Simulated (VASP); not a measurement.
Here is a VASP 6.6.1 calculation.

File INCAR:

```
SYSTEM = Al3Cu2
ALGO = Fast
EDIFF = 1E-7
ENCUT = 520
ISIF = 2
ISMEAR = 0
LASPH = .True.
LCHARG = .False.
LREAL = .False.
LWAVE = .False.
NBANDS = 24
NELM = 100
PREC = Accurate
SIGMA = 0.1
```

KPOINTS

```
k-points
0
Gamma
  12 12 8
  0 0 0
```

File POSCAR:

```
Al3Cu2
1.0
    4.0557157516      0.0000000000      0.0000000000
   -2.0278578758      3.5123528714      0.0000000000
    0.0000000000      0.0000000000      4.9315479608
Al Cu
3 2
Direct
    0.0000000000      0.0000000000      0.0000000000
    0.3333333333      0.6666666667      0.3508928116
    0.6666666667      0.3333333333      0.6491071884
    0.3333333333      0.6666666667      0.8415870660
    0.6666666667      0.3333333333      0.1584129340
```

Potentials or basis: VASP PAW LDA potentials, release 64 (Al, Cu).

Launch:

```console
$ cat potpaw_LDA.64/Al/POTCAR potpaw_LDA.64/Cu/POTCAR > POTCAR
$ mpirun -np 1 vasp_std > vasp.out
```

(1) Estimate the largest force.

(2) What does it give for the band gap on the k mesh?

(3) What does it give for the pressure?

## Answers

(1) 0.004 eV/Å.

(2) zero (an odd number of electrons rules out a gap without spin polarisation).

(3) 0.4 GPa.
